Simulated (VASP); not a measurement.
**TiO2: single point with PBE**

TiO2:

```
Ti O
1.0
     4.55088    0.00000    0.00000
     0.00000    4.55088    0.00000
     0.00000    0.00000    2.92396
Ti O
2 4
Direct
  0.00000 0.00000 0.00000
  0.50000 0.50000 0.50000
  0.30357 0.30357 0.00000
  0.19643 0.80357 0.50000
  0.80357 0.19643 0.50000
  0.69643 0.69643 0.00000
```

This cell differs from its parent crystal: strain -1.0%.

| Quantity | Value |
| --- | --- |
| Program | VASP 6.6.1 |
| Task | single point |
| Functional | PBE |
| Potentials or basis | VASP PAW PBE potentials, release 64 (Ti_sv, O) |
| Cutoff | 520 eV |
| k mesh | 6 × 6 × 8 |
| Occupations | fermi-dirac, width 0.02 eV |
| Spin | no spin polarisation |

```
Pressure               : 13.6 GPa
Largest force          : 0.077 eV/Å
Band gap on the k mesh : 1.89 eV, direct
```

Forces in eV/Å, atoms in the order of the input:
```
Ti   0.000  0.000  0.000
Ti   0.000  0.000  0.000
O   -0.054 -0.054  0.000
O    0.054 -0.054  0.000
O   -0.054  0.054  0.000
O    0.054  0.054  0.000
```

Stress tensor (GPa, compression positive):
```
12.97  0.00  0.00
 0.00 12.97  0.00
 0.00  0.00 14.81
```

Levels at points of the mesh, in eV from the valence-band top:
| k point | band 20 | band 21 | band 22 | band 23 | band 24 | band 25 | band 26 | band 27 | band 28 | band 29 |
| --- | --- | --- | --- | --- | --- | --- | --- | --- | --- | --- |
| (0.00, 0.00, 0.00) | -2.02 | -0.71 | -0.48 | -0.48 | 0.00 | 1.89 | 2.18 | 2.46 | 2.57 | 2.57 |
| (0.50, 0.00, 0.00) | -3.16 | -1.69 | -1.69 | -0.78 | -0.78 | 2.59 | 2.59 | 3.14 | 3.14 | 3.68 |
| (0.50, 0.50, 0.00) | -2.30 | -1.33 | -1.33 | -1.11 | -1.11 | 1.93 | 1.93 | 2.60 | 2.60 | 3.97 |
| (0.00, 0.00, 0.50) | -2.84 | -2.51 | -2.51 | -1.46 | -1.46 | 3.08 | 3.08 | 3.31 | 3.31 | 3.78 |
| (0.50, 0.00, 0.50) | -2.42 | -2.11 | -2.11 | -1.09 | -1.09 | 1.95 | 1.95 | 3.33 | 3.33 | 4.04 |
| (0.50, 0.50, 0.50) | -2.81 | -1.37 | -1.37 | -0.68 | -0.68 | 2.68 | 2.68 | 3.29 | 3.29 | 3.36 |

Run time: 81 s on 1 thread of AMD EPYC 9R45 96-Core Processor (Zen 5), on a shared host, peak memory 0.19 GiB.

Caveat: the cell differs from its parent crystal (strain -1.0%). A k mesh can miss the band edges.
